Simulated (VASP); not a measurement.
# Si in VASP: a series of runs

The runs below take Si through single point, relaxation of cell and atoms, with PBE.

Program: VASP 6.6.1. These are calculated values, not measurements. Logs are shortened: lines on timing, memory, paths and dates and some standing lists are left out, and cuts for length are marked.

## (1) The cell of the first run

The structure is tetragonal, space group I4_1/amd (No. 141). Conventional cell: a = 3.868 Å, b = 3.868 Å, c = 5.498 Å, α = 90.00°, β = 90.00°, γ = 90.00°. Si (site symmetry -4m2) has 4 Si at 2.37 Å within 3.1 Å.

## (2) Single point, PBE

Contents of INCAR:

```
SYSTEM = Si
PREC = Accurate
ENCUT = 520
EDIFF = 1E-6
ISMEAR = 0
SIGMA = 0.01
LREAL = .False.
LASPH = .True.
NELM = 80
ALGO = Normal
ISIF = 2
LWAVE = .False.
LCHARG = .False.
GGA = PE
NBANDS = 11
```

Contents of KPOINTS:

```
Automatic mesh
0
Gamma
  10 10 10
  0 0 0
```

Contents of POSCAR:

```
Si
1.0
    0.0000000000      2.7351086096      2.7487841527
    2.7351086096      0.0000000000      2.7487841527
    2.7351086096      2.7351086096      0.0000000000
Si
2
Direct
    0.0000000000      0.0000000000      0.0000000000
    0.2500000000      0.2500000000      0.2500000000
```

Potentials or basis: VASP PAW PBE potentials, release 64 (Si).

The run is started by

```sh
$ cat potpaw_PBE.64/Si/POTCAR > POTCAR
$ mpirun -np 1 vasp_std > vasp.out
```

OUTCAR:

```text
SYSTEM = Si
   PREC = Accurate
   ENCUT = 520
   EDIFF = 1E-6
   ISMEAR = 0
   LREAL = .False.
   LASPH = .True.
   NELM = 80
   ISIF = 2
   GGA = PE

 ion  position               nearest neighbor table
   1  0.000  0.000  0.000-   2 2.37   2 2.37   2 2.37   2 2.37
   2  0.250  0.250  0.250-   1 2.37   1 2.37   1 2.37   1 2.37

  LATTYP: Found a body centered tetragonal cell.
 ALAT       =     3.8680276903
 C/A-ratio  =     1.4212846302

  Lattice vectors:

 A1 = (  -2.7351086096,   0.0000000000,   2.7487841527)
 A2 = (   2.7351086096,   0.0000000000,   2.7487841527)
 A3 = (   0.0000000000,   2.7351086096,  -2.7487841527)

Analysis of symmetry for initial positions (statically):
=====================================================================
 Subroutine PRICEL returns:
 Original cell was already a primitive cell.

 Routine SETGRP: Setting up the symmetry group for a
 body centered tetragonal supercell.

 Subroutine GETGRP returns: Found 16 space group operations
 (whereof  8 operations were pure point group operations)
 out of a pool of 16 trial point group operations.

The static configuration has the point symmetry D_2d.
 The point group associated with its full space group is D_4h.

Analysis of symmetry for dynamics (positions and initial velocities):
=====================================================================
 Subroutine PRICEL returns:
 Original cell was already a primitive cell.

 Routine SETGRP: Setting up the symmetry group for a
 body centered tetragonal supercell.

 Subroutine GETGRP returns: Found 16 space group operations
 (whereof  8 operations were pure point group operations)
 out of a pool of 16 trial point group operations.

The dynamic configuration has the point symmetry D_2d.
 The point group associated with its full space group is D_4h.

 Subroutine INISYM returns: Found 16 space group operations
 (whereof  8 operations are pure point group operations),
 and found     1 'primitive' translations

----------------------------------------------------------------------------------------

                                     Primitive cell

  volume of cell :      41.1263

  direct lattice vectors                    reciprocal lattice vectors
     0.000000000  2.735108610  2.748784153    -0.182808097  0.182808097  0.181898604
     2.735108610  0.000000000  2.748784153     0.182808097 -0.182808097  0.181898604
     2.735108610  2.735108610  0.000000000     0.182808097  0.182808097 -0.181898604

  length of vectors
     3.877709817  3.877709817  3.868027690     0.316108688  0.316108688  0.316108688

  position of ions in fractional coordinates (direct lattice)
     0.000000000  0.000000000  0.000000000
     0.250000000  0.250000000  0.250000000

  ion indices of the primitive-cell ions
   primitive index   ion index
                 1           1
                 2           2

----------------------------------------------------------------------------------------

 KPOINTS: Automatic mesh

Automatic generation of k-mesh.
 Grid dimensions read from file:
 generate k-points for:   10   10   10

 Generating k-lattice:

  Cartesian coordinates                     Fractional coordinates (reciprocal lattice)
    -0.018280810  0.018280810  0.018189860     0.100000000  0.000000000  0.000000000
     0.018280810 -0.018280810  0.018189860     0.000000000  0.100000000  0.000000000
     0.018280810  0.018280810 -0.018189860     0.000000000  0.000000000  0.100000000

  Length of vectors
     0.031610869  0.031610869  0.031610869

  Shift w.r.t. Gamma in fractional coordinates (k-lattice)
     0.000000000  0.000000000  0.000000000

 Subroutine IBZKPT returns following result:
 ===========================================

 Found    102 irreducible k-points:

 Following reciprocal coordinates:
            Coordinates               Weight
  0.000000  0.000000  0.000000      1.000000
  0.100000  0.000000  0.000000      8.000000
  0.200000  0.000000  0.000000      8.000000
  0.300000 -0.000000  0.000000      8.000000
  0.400000  0.000000  0.000000      8.000000
  0.500000  0.000000  0.000000      4.000000
[... 16 lines left out ...]
  0.300000  0.300000  0.000000      2.000000
  0.400000  0.300000  0.000000      8.000000
 [... further k-points ...]
   k-points           NKPTS =    102   k-points in BZ     NKDIM =    102   number of bands    NBANDS=     11
   number of dos      NEDOS =    301   number of ions     NIONS =      2
   total plane-waves  NPLWV =  27000
   dimension x,y,z NGX =    30 NGY =   30 NGZ =   30
   dimension x,y,z NGXF=    60 NGYF=   60 NGZF=   60
   ions per type =               2
   NGX,Y,Z   is equivalent  to a cutoff of  12.86, 12.86, 12.89 a.u.
   NGXF,Y,Z  is equivalent  to a cutoff of  25.72, 25.72, 25.79 a.u.
 SYSTEM =  Si
   PREC   = accura    normal or accurate (medium, high low for compatibility)
   ISTART =      0    job   : 0-new  1-cont  2-samecut
   ICHARG =      2    charge: 1-file 2-atom 10-const
   ISPIN  =      1    spin polarized calculation?
   LNONCOLLINEAR =      F non collinear calculations
   LSORBIT =      F    spin-orbit coupling
   LASPH  =      T    aspherical Exc in radial PAW
   ENCUT  =  520.0 eV  38.22 Ry    6.18 a.u.   7.21  7.21  7.19*2*pi/ulx,y,z
   NELM   =     80;   NELMIN=  2; NELMDL= -5     # of ELM steps
   EDIFF  = 0.1E-05   stopping-criterion for ELM
   LREAL  =      F    real-space projection
   EDIFFG = 0.1E-04   stopping-criterion for IOM
   NSW    =      0    number of steps for IOM
   IBRION =     -1    ionic relax: 0-MD 1-quasi-New 2-CG
   NFREE  =      0    steps in history (QN), initial steepest desc. (CG)
   ISIF   =      2    stress and relaxation
   ISYM   =      2    0-nonsym 1-usesym 2-fastsym
   POTIM  = 0.5000    time-step for ionic-motion
   TEBEG  =    0.0;   TEEND  =   0.0 temperature during run
   PSTRESS=    0.0 pullay stress
   NELECT =       8.0000    total number of electrons
   NUPDOWN=      -1.0000    fix difference up-down
   EMIN   =  10.00;   EMAX   =-10.00  energy-range for DOS
   EFERMI =   0.00;   METHOD = LEGACY
   ISMEAR =     0;   SIGMA  =   0.01  broadening in eV -4-tet -1-fermi 0-gaus
   EFERMI_NEDOS =   21; number of points for ismear=-14 and -15
   IALGO  =     38    algorithm
   IMIX   =      4    mixing-type and parameters
     AMIX     =   0.40;   BMIX     =  1.00
     AMIX_MAG =   1.60;   BMIX_MAG =  1.00
  volume/ion in A,a.u.               =      20.56       138.77
  Fermi-wavevector in a.u.,A,eV,Ry     =   0.948560  1.792519 12.242066  0.899766
  Thomas-Fermi vector in A             =   2.076760
   LORBIT       =      0    0 simple, 1 ext, 2 COOP (PROOUT), +10 PAW based schemes
   GGA     = PE    functional components
   LHFCALC =     F    Hartree Fock is set to
   AEXX    =    0.0000 exact exchange contribution
   IVDW    =     0    specifies the selected vdW correction
   LEPSILON=     F    determine dielectric tensor
   LRPA    =     F    only Hartree local field effects (RPA)
 non-spin polarized calculation
 Gauss-broadening in eV      SIGMA  =   0.01
  energy-cutoff  :      520.00
  volume of cell :       41.13
 maximum number of plane-waves:      1120
 NGX is ok and might be reduce to    30
   NGX = 15   NGY = 15   NGZ = 15

 number of electron       8.0000001 magnetization

 Free energy of the ion-electron system (eV)
  ---------------------------------------------------
  ext. energy  EPLUGINS =         0.00000000
  ---------------------------------------------------
  free energy    TOTEN  =       -10.84861965 eV

  energy without entropy =      -10.84861965  energy(sigma->0) =      -10.84861965

 E-fermi :   5.6461     XC(G=0):  -9.3048

 val. band max:        5.5702220467   @ k =   0.0000   0.0000   0.0000
 cond. band min:       6.1715008253   @ k =   0.4000   0.0000   0.4000
 fundamental gap:      0.6012787786
 Fermi energy:         5.6461469848

 k-point     1 :       0.0000    0.0000    0.0000
  band No.  band energies     occupation
      1      -6.2170      2.00000
      2       5.5353      2.00000
      3       5.5702      2.00000
      4       5.5702      2.00000
      5       8.1070      0.00000
      6       8.1070      0.00000
      7       8.1254      0.00000
      8       8.6261      0.00000
      9      13.2202      0.00000
     10      13.3091      0.00000
     11      13.4131      0.00000

 k-point     2 :       0.1000    0.0000    0.0000
  band No.  band energies     occupation
      1      -6.0891      2.00000
      2       4.4166      2.00000
      3       5.3531      2.00000
      4       5.3790      2.00000
      5       8.0647      0.00000
      6       8.3917      0.00000
      7       8.4030      0.00000
      8       9.6113      0.00000
      9      12.8787      0.00000
     10      12.9546      0.00000
     11      13.9406      0.00000

 k-point     3 :       0.2000    0.0000    0.0000
  band No.  band energies     occupation
      1      -5.7116      2.00000
      2       2.5830      2.00000
      3       4.9779      2.00000
      4       5.0103      2.00000
      5       7.6906      0.00000
      6       8.8972      0.00000
      7       8.8977      0.00000
      8      11.3881      0.00000
      9      12.5853      0.00000
     10      12.6287      0.00000
     11      14.6137      0.00000
[... 267 lines left out ...]
 k-point    23 :       0.3000    0.3000    0.0000
  band No.  band energies     occupation
      1      -4.7115      2.00000
      2       1.1333      2.00000
      3       3.4098      2.00000
      4       3.4098      2.00000
      5       6.4835      0.00000
      6       8.0036      0.00000
      7      12.1031      0.00000
      8      12.1031      0.00000
      9      14.3769      0.00000
     10      15.0054      0.00000
     11      17.7974      0.00000

 k-point    24 :       0.4000    0.3000    0.0000
  band No.  band energies     occupation
      1      -4.1156      2.00000
      2       0.1546      2.00000
      3       2.7941      2.00000
      4       3.2108      2.00000
      5       6.6708      0.00000
      6       7.8470      0.00000
      7      12.3775      0.00000
      8      12.5388      0.00000
      9      15.9638      0.00000
     10      16.0130      0.00000
     11      17.5207      0.00000

 [... further k-points ...]

------------------------ aborting loop because EDIFF is reached ----------------------------------------

  FORCE on cell =-STRESS in cart. coord.  units (eV):
  Direction    XX          YY          ZZ          XY          YZ          ZX
  --------------------------------------------------------------------------------------
  -------------------------------------------------------------------------------------
  Total       -0.0902050     -0.0902050     -0.2145246      0.0000000      0.0000000      0.0000000
  in kB       -3.5141586     -3.5141586     -8.3573348      0.0000000      0.0000000      0.0000000
  external PRESSURE =      -5.1285506 kB  Pullay stress =       0.0000000 kB

 VOLUME and BASIS-vectors are now :
 -----------------------------------------------------------------------------
  energy-cutoff  :      520.00
  volume of cell :       41.13
      direct lattice vectors                 reciprocal lattice vectors
     0.000000000  2.735108610  2.748784153    -0.182808097  0.182808097  0.181898604
     2.735108610  0.000000000  2.748784153     0.182808097 -0.182808097  0.181898604
     2.735108610  2.735108610  0.000000000     0.182808097  0.182808097 -0.181898604

 POSITION                                       TOTAL-FORCE (eV/Angst)
 -----------------------------------------------------------------------------------
      0.00000      0.00000      0.00000         0.000000      0.000000      0.000000
      1.36755      1.36755      1.37439        -0.000000     -0.000000     -0.000000
 -----------------------------------------------------------------------------------
    total drift:                               -0.000000     -0.000000     -0.000000

  FREE ENERGIE OF THE ION-ELECTRON SYSTEM (eV)
  ---------------------------------------------------
  free  energy   TOTEN  =       -10.8486196521 eV

  energy  without entropy=      -10.8486196521  energy(sigma->0) =      -10.84861965
```

Run time: 20 s. Hardware: 1 thread of AMD EPYC 9R45 (Zen 5), shared host; peak memory 0.15 GiB.

What came out:

```yaml
Free_energy: -10.8486 eV
Pressure: -0.5 GPa
Band_gap_on_the_k_mesh: 0.60 eV, indirect (least direct gap 2.54 eV)
```

Stress tensor (GPa, compression positive):
```
-0.35  0.00  0.00
 0.00 -0.35  0.00
 0.00  0.00 -0.84
```

A k mesh can miss the band edges. A hybrid or GW would open this gap; PBE tends to underestimate it.

## (3) Single point, PBE

This run uses another cell than the first one, of 20.46 Å³/atom, 0.995 times its volume.

Contents of INCAR:

```
PREC = Accurate
ENCUT = 520
EDIFF = 1E-6
ISMEAR = 0
SIGMA = 0.01
LREAL = F
LASPH = T
NELM = 100
ALGO = Normal
ISIF = 2
LWAVE = F
LCHARG = T
GGA = PE
LELF = T
LVHAR = T
NBANDS = 11
```

Contents of KPOINTS:

```
regular mesh
0
Gamma
  10 10 10
```

Contents of POSCAR:

```
Si
1.0
    0.0136755430      2.7419463812      2.7419463812
    2.7419463812      0.0136755430      2.7419463812
    2.7419463812      2.7419463812      0.0136755430
Si
2
Direct
    0.0003127531      0.0003127531      0.0003127531
    0.2496872469      0.2496872469      0.2496872469
```

Potentials or basis: VASP PAW PBE potentials, release 64 (Si).

The run is started by

```sh
$ cat potpaw_PBE.64/Si/POTCAR > POTCAR
$ mpirun -np 1 vasp_std > vasp.out
```

Wall time 23 s (1 thread of AMD EPYC 9R45 (Zen 5), shared host); peak memory 0.15 GiB.

The run converged. Its results:

* Free energy: -10.8485 eV
* Pressure: -0.1 GPa
* Band gap on the k mesh: 0.60 eV, indirect (least direct gap 2.47 eV)

Stress tensor (GPa, compression positive):
```
-0.07 -0.37 -0.37
-0.37 -0.07 -0.37
-0.37 -0.37 -0.07
```

Levels at points of the mesh, in eV from the valence-band top:
| k point | band 2 | band 3 | band 4 | band 5 | band 6 | band 7 |
| --- | --- | --- | --- | --- | --- | --- |
| (0.00, 0.00, 0.00) | -0.07 | 0.00 | 0.00 | 2.47 | 2.56 | 2.56 |
| (0.50, 0.00, 0.00) | -6.88 | -1.23 | -1.20 | 1.42 | 3.30 | 3.34 |
| (0.50, 0.50, 0.00) | -7.76 | -2.85 | -2.78 | 0.70 | 0.77 | 9.89 |
| (0.50, 0.50, 0.50) | -6.90 | -1.16 | -1.16 | 1.52 | 3.36 | 3.36 |

A k mesh can miss the band edges. Expect the measured gap to be larger: semilocal functionals such as PBE lack the derivative discontinuity.

(Part 1 of 2 ends here.)
